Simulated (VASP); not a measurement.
Set up this calculation in VASP 6.6.1, as the native input.

```yaml
Task: single point
Functional: LDA
Potentials_or_basis: VASP PAW LDA potentials, release 64 (Al, Ga_d, N)
Cutoff: 520 eV
k_mesh: 6 × 6 × 6
Occupations: gaussian, width 0.05 eV
Spin: no spin polarisation
Dipole_correction: no
Further_INCAR_settings: ALGO = Normal; EDIFF = 1e-06; NBANDS = 41
```

The structure of AlGa3N4 lies in POSCAR:

```
AlGa3N4
1.0
    4.3827324496     -0.2573710755     -0.2573710755
   -0.2573710755      4.3827324496     -0.2573710755
   -0.2573710755     -0.2573710755      4.3827324496
Al Ga N
1 3 4
Direct
    0.0000000000      0.0000000000      0.0000000000
    0.5000000000      0.5000000000      0.0000000000
    0.5000000000      0.0000000000      0.5000000000
    0.0000000000      0.5000000000      0.5000000000
    0.7548078379      0.7548078379      0.2451921621
    0.7548078379      0.2451921621      0.7548078379
    0.2451921621      0.7548078379      0.7548078379
    0.2451921621      0.2451921621      0.2451921621
```

One way to write it, as run:

INCAR

```
SYSTEM = AlGa3N4
ALGO = Normal
EDIFF = 1E-6
ENCUT = 520
ISIF = 2
ISMEAR = 0
LASPH = .TRUE.
LCHARG = .TRUE.
LELF = .TRUE.
LREAL = .FALSE.
LVHAR = .TRUE.
LWAVE = .FALSE.
NBANDS = 41
NELM = 100
PREC = Accurate
SIGMA = 0.05
```

KPOINTS

```
k-points
0
G
  6 6 6
  0 0 0
```

Potentials or basis: VASP PAW LDA potentials, release 64 (Al, Ga_d, N).

Launch:

```console
$ cat potpaw_LDA.64/Al/POTCAR potpaw_LDA.64/Ga_d/POTCAR potpaw_LDA.64/N/POTCAR > POTCAR
$ mpirun -np 1 vasp_std > vasp.out
```

Results of the run:

The pressure is 22.3 GPa. The largest force is 4.868 eV/Å. The band gap on the k mesh is 1.99 eV.

Caveat: the cell stands under pressure; forces of over 1 eV/Å act on the atoms, so gaps and moduli don't describe the material at rest.

Run time: 92 s on 1 thread of Intel(R) Xeon(R) Platinum 8488C (Sapphire Rapids), on a shared host, peak memory 0.21 GiB.
